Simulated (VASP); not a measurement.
Input of a VASP 6.6.1 run:

POSCAR

```
BaS
1.0
    0.0000000000      3.4898487120      3.4898487120
    3.4898487120      0.0000000000      3.4898487120
    3.4898487120      3.4898487120      0.0000000000
Ba S
1 1
Direct
    0.0000000000      0.0000000000      0.0000000000
    0.2500000000      0.2500000000      0.2500000000
```

INCAR.step1

```
PREC = Accurate ; ENCUT = 520
EDIFF = 1E-5 ; ISMEAR = 0
SIGMA = 0.01 ; LREAL = F
LASPH = T ; NELM = 100
ALGO = Normal ; ISIF = 2
LWAVE = T ; LCHARG = F
NBANDS = 15 ; GGA = PE
```

The input INCAR.step2:

```
PREC = Accurate ; ENCUT = 520
EDIFF = 1E-6 ; ISMEAR = 0
SIGMA = 0.01 ; LREAL = F
LASPH = T ; NELM = 100
ALGO = Normal ; ISIF = 2
LWAVE = F ; LCHARG = F
GGA = PE ; LHFCALC = T
HFSCREEN = 0.2079 ; PRECFOCK = Normal
NBANDS = 15 ; ISTART = 1
```

The input KPOINTS:

```
Automatic mesh
0
Gamma
  4 4 4
```

Potentials or basis: VASP PAW PBE potentials, release 64 (Ba_sv, S).

Launch:

```bash
$ cat potpaw_PBE.64/Ba_sv/POTCAR potpaw_PBE.64/S/POTCAR > POTCAR
$ cp INCAR.step1 INCAR
$ mpirun -np 1 vasp_std > vasp.out
$ cp INCAR.step2 INCAR
$ mpirun -np 1 vasp_std > vasp.out
```

(1) Estimate the band gap on the k mesh.

(2) Estimate the pressure.

Results:

(1) 3.69 eV (least direct gap 4.34 eV).

(2) 0.9 GPa.

Caveat: the cell differs from its parent crystal (strain -0.8%); the structure was generated, so it needn't be the stable form of BaS; the PAW data sets were made with another functional, which shifts forces and pressure a little; spin-orbit coupling is left out, which moves the levels of the heavy elements.
